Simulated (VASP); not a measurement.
# LiCaF3 (Pmmm) in VASP: a series of runs

Runs on LiCaF3. Level: PBE. Tasks: single point.

All numbers are computed with VASP 6.6.1; they aren't measurements. Logs are shortened: lines on timing, memory, paths and dates and some standing lists are left out, and cuts for length are marked.

### Step 1. The cell of the first run

Symmetry: Pmmm, No. 47, orthorhombic system. The conventional cell has a = 3.268 Å, b = 3.761 Å, c = 4.255 Å, α = 90.00°, β = 90.00°, γ = 90.00°. Within 2.2 Å of Li (site symmetry mmm) lie 6 F at 1.63 to 2.13 Å. Within 3.3 Å of Ca (site symmetry mmm) lie 12 F at 2.49 to 2.84 Å and 2 Ca at 3.27 Å and 8 Li at 3.28 Å. Within 2.9 Å of F (site symmetry mmm) lie 2 Li at 2.13 Å and 4 Ca at 2.49 Å and 8 F at 2.68 to 2.84 Å. F (site symmetry mmm) has 2 Li at 1.88 Å and 4 F at 2.49 Å within 2.5 Å. Within 2.2 Å of F (site symmetry mmm) lie 2 Li at 1.63 Å.

### Step 2. Single point, PBE (strain +0.1312 x Voigt [1, -1, 0, 0, 0, 0])

INCAR

```
SYSTEM = LiCaF3
PREC     = Accurate       ! precision mode
ENCUT    = 520            ! plane-wave cutoff, eV
EDIFF    = 1E-7           ! SCF threshold, eV
ISMEAR   = 0              ! smearing method
SIGMA    = 0.05           ! smearing width, eV
LREAL    = .FALSE.        ! projectors in reciprocal space
LASPH    = .TRUE.         ! aspherical terms in the spheres
NELM     = 100            ! most SCF steps
ALGO     = Normal         ! electronic algorithm
ISIF     = 2              ! what is computed and relaxed
LWAVE    = .FALSE.        ! write WAVECAR
LCHARG   = .TRUE.         ! write CHGCAR
GGA      = PE             ! functional
LELF     = .TRUE.         ! ELF
LVHAR    = .TRUE.       
NBANDS   = 25             ! bands
```

KPOINTS

```
Automatic mesh
0
G
  6 6 6
  0 0 0
```

POSCAR

```
LiCaF3
1.0
    4.2547192128      0.0000000000      0.0000000000
    0.0000000000      3.2677687872      0.0000000000
    0.0000000000      0.0000000000      3.7612440000
Li Ca F
1 1 3
Direct
    0.5000000000      0.5000000000      0.5000000000
    0.0000000000      0.0000000000      0.0000000000
    0.0000000000      0.5000000000      0.5000000000
    0.5000000000      0.5000000000      0.0000000000
    0.5000000000      0.0000000000      0.5000000000
```

Potentials or basis: VASP PAW PBE potentials, release 64 (Li_sv, Ca_sv, F).

On the command line:

```
cat potpaw_PBE.64/Li_sv/POTCAR potpaw_PBE.64/Ca_sv/POTCAR potpaw_PBE.64/F/POTCAR > POTCAR
mpirun -np 1 vasp_std > vasp.out
```

OUTCAR:

```text
SYSTEM = LiCaF3
   PREC = Accurate
   ENCUT = 520
   EDIFF = 1E-7
   ISMEAR = 0
   LREAL = .FALSE.
   LASPH = .TRUE.
   NELM = 100
   ISIF = 2
   GGA = PE

 ion  position               nearest neighbor table
   1  0.500  0.500  0.500-   5 1.63   5 1.63   4 1.88   4 1.88   3 2.13   3 2.13
   2  0.000  0.000  0.000-   3 2.49   3 2.49   3 2.49   3 2.49
   3  0.000  0.500  0.500-   1 2.13   1 2.13   2 2.49   2 2.49   2 2.49   2 2.49
   4  0.500  0.500  0.000-   1 1.88   1 1.88
   5  0.500  0.000  0.500-   1 1.63   1 1.63

  LATTYP: Found a simple orthorhombic cell.
 ALAT       =     3.2677687872
 B/A-ratio  =     1.1510128913
 C/A-ratio  =     1.3020257827

  Lattice vectors:

 A1 = (   0.0000000000,   3.2677687872,   0.0000000000)
 A2 = (   0.0000000000,   0.0000000000,   3.7612440000)
 A3 = (   4.2547192128,   0.0000000000,   0.0000000000)

Analysis of symmetry for initial positions (statically):
=====================================================================
 Subroutine PRICEL returns:
 Original cell was already a primitive cell.

 Routine SETGRP: Setting up the symmetry group for a
 simple orthorhombic supercell.

 Subroutine GETGRP returns: Found  8 space group operations
 (whereof  8 operations were pure point group operations)
 out of a pool of  8 trial point group operations.

The static configuration has the point symmetry D_2h.

Analysis of symmetry for dynamics (positions and initial velocities):
=====================================================================
 Subroutine PRICEL returns:
 Original cell was already a primitive cell.

 Routine SETGRP: Setting up the symmetry group for a
 simple orthorhombic supercell.

 Subroutine GETGRP returns: Found  8 space group operations
 (whereof  8 operations were pure point group operations)
 out of a pool of  8 trial point group operations.

The dynamic configuration has the point symmetry D_2h.

 Subroutine INISYM returns: Found  8 space group operations
 (whereof  8 operations are pure point group operations),
 and found     1 'primitive' translations

----------------------------------------------------------------------------------------

                                     Primitive cell

  volume of cell :      52.2942

  direct lattice vectors                    reciprocal lattice vectors
     4.254719213  0.000000000  0.000000000     0.235033136  0.000000000  0.000000000
     0.000000000  3.267768787  0.000000000     0.000000000  0.306019203  0.000000000
     0.000000000  0.000000000  3.761244000     0.000000000  0.000000000  0.265869484

  length of vectors
     4.254719213  3.267768787  3.761244000     0.235033136  0.306019203  0.265869484

  position of ions in fractional coordinates (direct lattice)
     0.500000000  0.500000000  0.500000000
     0.000000000  0.000000000  0.000000000
     0.000000000  0.500000000  0.500000000
     0.500000000  0.500000000  0.000000000
     0.500000000  0.000000000  0.500000000

  ion indices of the primitive-cell ions
   primitive index   ion index
                 1           1
                 2           2
                 3           3
                 4           4
                 5           5

----------------------------------------------------------------------------------------

 KPOINTS: Automatic mesh

Automatic generation of k-mesh.
 Grid dimensions read from file:
 generate k-points for:    6    6    6

 Generating k-lattice:

  Cartesian coordinates                     Fractional coordinates (reciprocal lattice)
     0.039172189  0.000000000  0.000000000     0.166666667  0.000000000  0.000000000
     0.000000000  0.051003201  0.000000000     0.000000000  0.166666667  0.000000000
     0.000000000  0.000000000  0.044311581     0.000000000  0.000000000  0.166666667

  Length of vectors
     0.039172189  0.051003201  0.044311581

  Shift w.r.t. Gamma in fractional coordinates (k-lattice)
     0.000000000  0.000000000  0.000000000

 Subroutine IBZKPT returns following result:
 ===========================================

 Found     64 irreducible k-points:

 Following reciprocal coordinates:
            Coordinates               Weight
  0.000000  0.000000  0.000000      1.000000
  0.166667  0.000000  0.000000      2.000000
  0.333333  0.000000  0.000000      2.000000
  0.500000  0.000000  0.000000      1.000000
  0.000000  0.166667  0.000000      2.000000
  0.166667  0.166667  0.000000      4.000000
[... 16 lines left out ...]
  0.333333  0.166667  0.166667      8.000000
  0.500000  0.166667  0.166667      4.000000
 [... further k-points ...]
   k-points           NKPTS =     64   k-points in BZ     NKDIM =     64   number of bands    NBANDS=     25
   number of dos      NEDOS =    301   number of ions     NIONS =      5
   total plane-waves  NPLWV =  21504
   dimension x,y,z NGX =    32 NGY =   24 NGZ =   28
   dimension x,y,z NGXF=    64 NGYF=   48 NGZF=   56
   ions per type =               1   1   3
   NGX,Y,Z   is equivalent  to a cutoff of  12.50, 12.21, 12.38 a.u.
   NGXF,Y,Z  is equivalent  to a cutoff of  25.01, 24.42, 24.75 a.u.
 SYSTEM =  LiCaF3
   PREC   = accura    normal or accurate (medium, high low for compatibility)
   ISTART =      0    job   : 0-new  1-cont  2-samecut
   ICHARG =      2    charge: 1-file 2-atom 10-const
   ISPIN  =      1    spin polarized calculation?
   LNONCOLLINEAR =      F non collinear calculations
   LSORBIT =      F    spin-orbit coupling
   LASPH  =      T    aspherical Exc in radial PAW
   ENCUT  =  520.0 eV  38.22 Ry    6.18 a.u.   7.91  6.08  6.99*2*pi/ulx,y,z
   NELM   =    100;   NELMIN=  2; NELMDL= -5     # of ELM steps
   EDIFF  = 0.1E-06   stopping-criterion for ELM
   LREAL  =      F    real-space projection
   EDIFFG = 0.1E-05   stopping-criterion for IOM
   NSW    =      0    number of steps for IOM
   IBRION =     -1    ionic relax: 0-MD 1-quasi-New 2-CG
   NFREE  =      0    steps in history (QN), initial steepest desc. (CG)
   ISIF   =      2    stress and relaxation
   ISYM   =      2    0-nonsym 1-usesym 2-fastsym
   POTIM  = 0.5000    time-step for ionic-motion
   TEBEG  =    0.0;   TEEND  =   0.0 temperature during run
   PSTRESS=    0.0 pullay stress
   NELECT =      34.0000    total number of electrons
   NUPDOWN=      -1.0000    fix difference up-down
   EMIN   =  10.00;   EMAX   =-10.00  energy-range for DOS
   EFERMI =   0.00;   METHOD = LEGACY
   ISMEAR =     0;   SIGMA  =   0.05  broadening in eV -4-tet -1-fermi 0-gaus
   EFERMI_NEDOS =   21; number of points for ismear=-14 and -15
   IALGO  =     38    algorithm
   IMIX   =      4    mixing-type and parameters
     AMIX     =   0.40;   BMIX     =  1.00
     AMIX_MAG =   1.60;   BMIX_MAG =  1.00
  volume/ion in A,a.u.               =      10.46        70.58
  Fermi-wavevector in a.u.,A,eV,Ry     =   1.418241  2.680086 27.366843  2.011406
  Thomas-Fermi vector in A             =   2.539387
   LORBIT       =      0    0 simple, 1 ext, 2 COOP (PROOUT), +10 PAW based schemes
   GGA     = PE    functional components
   LHFCALC =     F    Hartree Fock is set to
   AEXX    =    0.0000 exact exchange contribution
   IVDW    =     0    specifies the selected vdW correction
   LEPSILON=     F    determine dielectric tensor
   LRPA    =     F    only Hartree local field effects (RPA)
 non-spin polarized calculation
 Gauss-broadening in eV      SIGMA  =   0.05
  energy-cutoff  :      520.00
  volume of cell :       52.29
 maximum number of plane-waves:      1432
 NGX is ok and might be reduce to    32
   NGX = 15   NGY = 13   NGZ = 13

 number of electron      33.9999961 magnetization

 Free energy of the ion-electron system (eV)
  ---------------------------------------------------
  ext. energy  EPLUGINS =         0.00000000
  ---------------------------------------------------
  free energy    TOTEN  =       -25.28705830 eV

  energy without entropy =      -25.28705830  energy(sigma->0) =      -25.28705830

 E-fermi :   1.5331     XC(G=0): -10.3338

 val. band max:        1.2281149315   @ k =   0.5000   0.5000   0.5000
 cond. band min:       5.4515694331   @ k =   0.0000   0.0000   0.0000
 fundamental gap:      4.2234545017
 Fermi energy:         1.5330791790

 k-point     1 :       0.0000    0.0000    0.0000
  band No.  band energies     occupation
      1     -39.6000      2.00000
      2     -37.7945      2.00000
      3     -20.4427      2.00000
      4     -19.4273      2.00000
      5     -18.6995      2.00000
      6     -18.6763      2.00000
[... 17 lines left out ...]
     24      15.4399      0.00000
     25      17.6934      0.00000

 k-point     2 :       0.1667    0.0000    0.0000
  band No.  band energies     occupation
      1     -39.5998      2.00000
      2     -37.7941      2.00000
      3     -20.4283      2.00000
      4     -19.5686      2.00000
      5     -18.6984      2.00000
      6     -18.6753      2.00000
[... 17 lines left out ...]
     24      14.6396      0.00000
     25      17.4413      0.00000

 k-point     3 :       0.3333    0.0000    0.0000
  band No.  band energies     occupation
      1     -39.5992      2.00000
      2     -37.7932      2.00000
      3     -20.3886      2.00000
      4     -19.7899      2.00000
      5     -18.6961      2.00000
      6     -18.6733      2.00000
[... 17 lines left out ...]
     24      12.9015      0.00000
     25      16.9473      0.00000

 k-point     4 :       0.5000    0.0000    0.0000
  band No.  band energies     occupation
      1     -39.5989      2.00000
      2     -37.7928      2.00000
      3     -20.3595      2.00000
      4     -19.8919      2.00000
      5     -18.6950      2.00000
      6     -18.6723      2.00000
[... 17 lines left out ...]
     24      11.3646      0.00000
     25      16.7044      0.00000

 k-point     5 :       0.0000    0.1667    0.0000
  band No.  band energies     occupation
      1     -39.5948      2.00000
      2     -37.7830      2.00000
      3     -20.5207      2.00000
      4     -19.3976      2.00000
      5     -18.7818      2.00000
      6     -18.6827      2.00000
[... 17 lines left out ...]
     24      15.5371      0.00000
     25      17.7850      0.00000

 k-point     6 :       0.1667    0.1667    0.0000
  band No.  band energies     occupation
      1     -39.5945      2.00000
      2     -37.7826      2.00000
      3     -20.5057      2.00000
      4     -19.5189      2.00000
      5     -18.7699      2.00000
      6     -18.6817      2.00000
[... 17 lines left out ...]
     24      14.7659      0.00000
     25      17.5763      0.00000
[... 393 lines left out ...]
 k-point    21 :       0.0000    0.1667    0.1667
  band No.  band energies     occupation
      1     -39.5938      2.00000
      2     -37.7805      2.00000
      3     -20.5681      2.00000
      4     -19.3935      2.00000
      5     -18.8887      2.00000
      6     -18.6565      2.00000
[... 17 lines left out ...]
     24      15.5305      0.00000
     25      16.2067      0.00000

 k-point    22 :       0.1667    0.1667    0.1667
  band No.  band energies     occupation
      1     -39.5936      2.00000
      2     -37.7801      2.00000
      3     -20.5546      2.00000
      4     -19.5015      2.00000
      5     -18.8750      2.00000
      6     -18.5696      2.00000
[... 17 lines left out ...]
     24      14.7935      0.00000
     25      16.0504      0.00000

 k-point    23 :       0.3333    0.1667    0.1667
  band No.  band energies     occupation
      1     -39.5931      2.00000
      2     -37.7792      2.00000
      3     -20.5226      2.00000
      4     -19.6804      2.00000
      5     -18.8146      2.00000
      6     -18.6023      2.00000
[... 17 lines left out ...]
     24      13.3304      0.00000
     25      15.6560      0.00000

 k-point    24 :       0.5000    0.1667    0.1667
  band No.  band energies     occupation
      1     -39.5929      2.00000
      2     -37.7788      2.00000
      3     -20.5032      2.00000
      4     -19.7614      2.00000
      5     -18.7511      2.00000
      6     -18.6682      2.00000
[... 17 lines left out ...]
     24      12.3653      0.00000
     25      15.4577      0.00000

 [... further k-points ...]

------------------------ aborting loop because EDIFF is reached ----------------------------------------

  FORCE on cell =-STRESS in cart. coord.  units (eV):
  Direction    XX          YY          ZZ          XY          YZ          ZX
  --------------------------------------------------------------------------------------
  -------------------------------------------------------------------------------------
  Total       -3.8472161      8.8961659      1.1284762      0.0000000     -0.0000000      0.0000000
  in kB     -117.8700392    272.5584940     34.5739689      0.0000000     -0.0000000      0.0000000
  external PRESSURE =      63.0874746 kB  Pullay stress =       0.0000000 kB

 VOLUME and BASIS-vectors are now :
 -----------------------------------------------------------------------------
  energy-cutoff  :      520.00
  volume of cell :       52.29
      direct lattice vectors                 reciprocal lattice vectors
     4.254719213  0.000000000  0.000000000     0.235033136  0.000000000  0.000000000
     0.000000000  3.267768787  0.000000000     0.000000000  0.306019203  0.000000000
     0.000000000  0.000000000  3.761244000     0.000000000  0.000000000  0.265869484

 POSITION                                       TOTAL-FORCE (eV/Angst)
 -----------------------------------------------------------------------------------
      2.12736      1.63388      1.88062         0.000000      0.000000      0.000000
      0.00000      0.00000      0.00000         0.000000      0.000000      0.000000
      0.00000      1.63388      1.88062         0.000000      0.000000      0.000000
      2.12736      1.63388      0.00000         0.000000      0.000000      0.000000
      2.12736      0.00000      1.88062         0.000000      0.000000      0.000000
 -----------------------------------------------------------------------------------
    total drift:                                0.000000     -0.000000     -0.000000

  FREE ENERGIE OF THE ION-ELECTRON SYSTEM (eV)
  ---------------------------------------------------
  free  energy   TOTEN  =       -25.2870582975 eV

  energy  without entropy=      -25.2870582975  energy(sigma->0) =      -25.28705830
```

It took 66 s on 1 thread of Intel Xeon Platinum 8259CL at 2.50GHz (Skylake/Cascade Lake), shared host; peak memory 0.2 GiB.

What came out:

```
Free energy            : -25.2871 eV
Band gap on the k mesh : 4.22 eV (least direct gap 4.45 eV)
```

Caveat: the cell differs from its parent crystal (strain +0.1312 x Voigt [1, -1, 0, 0, 0, 0]); the cutoff is under 1.25 times the usual one of these potentials, so pressure, stress and relaxed cells hold a basis-set (Pulay) error.

(Part 1 of 2 ends here.)
